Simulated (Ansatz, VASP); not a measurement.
Two plane-wave programs on SnO

Contents of POSCAR:

```
SnO
1.0
    3.6408845392      0.0000000000      0.0000000000
    0.0000000000      3.6408845392      0.0000000000
    0.0000000000      0.0000000000      4.9055625148
Sn O
2 2
Direct
    0.0000000000      0.5000000000      0.2441682863
    0.5000000000      0.0000000000      0.7558317137
    0.5000000000      0.5000000000      0.0000000000
    0.0000000000      0.0000000000      0.0000000000
```

Contents of INCAR.step1:

```
ALGO = Normal
EDIFF = 1E-4
ENCUT = 520
GGA = PE
ISMEAR = -1
LASPH = T
LCHARG = F
LREAL = F
LWAVE = T
NBANDS = 28
NELM = 80
PREC = Accurate
SIGMA = 0.02
```

File INCAR.step2:

```
ALGO = Normal
EDIFF = 1E-6
ENCUT = 520
ISIF = 2
ISMEAR = -1
ISTART = 1
LASPH = T
LCHARG = T
LELF = T
LMIXTAU = T
LREAL = F
LVHAR = T
LWAVE = F
METAGGA = R2SCAN
NBANDS = 28
NELM = 80
PREC = Accurate
SIGMA = 0.02
```

Contents of KPOINTS:

```
k-points
0
Gamma
  6 6 6
```

Input for Ansatz:

```yaml
crystal:
  lattice:
    - [3.6408845392, 0.0, 0.0]
    - [0.0, 3.6408845392, 0.0]
    - [0.0, 0.0, 4.9055625148]
  atoms:
    - { symbol: Sn, position: [0.0, 0.5, 0.2441682863] }
    - { symbol: Sn, position: [0.5, 0.0, 0.7558317137] }
    - { symbol: O, position: [0.5, 0.5, 0.0] }
    - { symbol: O, position: [0.0, 0.0, 0.0] }
kpoints:
  mp_grid: { grid: [6, 6, 6] }
  band_path:
    path:
      - [0.0, 0.0, 0.0]
      - [0.0, 0.5, 0.0]
      - [0.5, 0.5, 0.0]
      - [0.0, 0.0, 0.5]
      - [0.0, 0.5, 0.5]
      - [0.5, 0.5, 0.5]
    npoints: 1
hamiltonian:
  xc: r2scan
scf:
  occupations: { method: fermi_dirac, width: 0.02 }
  n_extra_bands: 5
output:
  forces: true
  stress: true
  eigenvalues: true
  write_density: true
  write_potential: true
  elf: true
  volumetric_format: npy
```

Change from the starting cell: epitaxial_xy strain -4.0%.

Alike in both runs: task single point; functional r2SCAN; k mesh 6 × 6 × 6; occupations fermi-dirac, width 0.02 eV; no spin polarisation.

|  | VASP | Ansatz |
| --- | --- | --- |
| version | VASP 6.6.1 | Ansatz 0.2.0 |
| potentials or method | VASP PAW PBE potentials, release 64 (Sn_d, O) | plane waves, PAW |
| plane-wave cutoff (eV) | 520 | 500 |
| valence electrons in the cell | 40 | 40 |

VASP gave:

```
pressure (GPa)                                                : 8.1
traceless stress, the component that is largest in VASP (GPa) : -6.10
rms of the force components (eV/Å)                            : 0.060
```

**Question.** Which values does Ansatz return?

**Answer.** Pressure (GPa): 7.3; traceless stress, the component that is largest in VASP (GPa): -6.10; rms of the force components (eV/Å): 0.007.

VASP's potentials were made for PBE, not for r2SCAN. Atom by atom the forces differ by 0.066 eV/Å (rms over components). The functional is the same, so the differences come from potentials, cutoffs and numerics.
